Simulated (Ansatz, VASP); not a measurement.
# Two plane-wave programs on CoO

```
Co O
1.0
     3.26036    0.00000    0.00000
    -1.63018    2.82356    0.00000
     0.00000    0.00000    5.33126
Co O
2 2
Cartesian
  0.0000 1.8824 2.6836
  0.0000 0.0000 0.0185
  0.0000 1.8824 4.6465
  0.0000 0.0000 1.9811
```

Alike in both runs: task single point; functional LDA; k mesh 10 × 10 × 5; occupations fermi-dirac, width 0.05 eV; collinear spin.

```csv
,VASP,Ansatz
version,VASP 6.6.1,Ansatz 0.2.0
potentials or method,"VASP PAW LDA potentials, release 64 (Co, O)",Ansatz PAW
plane-wave cutoff (eV),520,420
valence electrons in the cell,30,46
```

```csv
,VASP,Ansatz,Ansatz less VASP
gap on the k mesh at the Fermi level (eV),none,none,-
pressure (GPa),-20.6,-22.7,-2.09
"traceless stress, the component that is largest in VASP (GPa)",1.20,0.90,-0.296
rms of the force components (eV/Å),0.108,0.035,-0.0733
net moment per atom (μB),1.44,0.00,-1.435
size of the moment on the site where the two differ most (μB),2.44,2.09,-0.352
```

The net moments are unlike, so the other rows may belong to different states. LDA's correlation is that of Perdew and Zunger in VASP and of Perdew and Wang (1992) in Ansatz. Site moments also hang on the region over which each program counts them. Atom by atom the forces differ by 0.143 eV/Å (rms over components). A gap of «none» marks a metal or a gap that the smearing closes. VASP's potentials hold 30 valence electrons a cell and Ansatz's 46, so a difference there can come from the potentials and not from the codes.
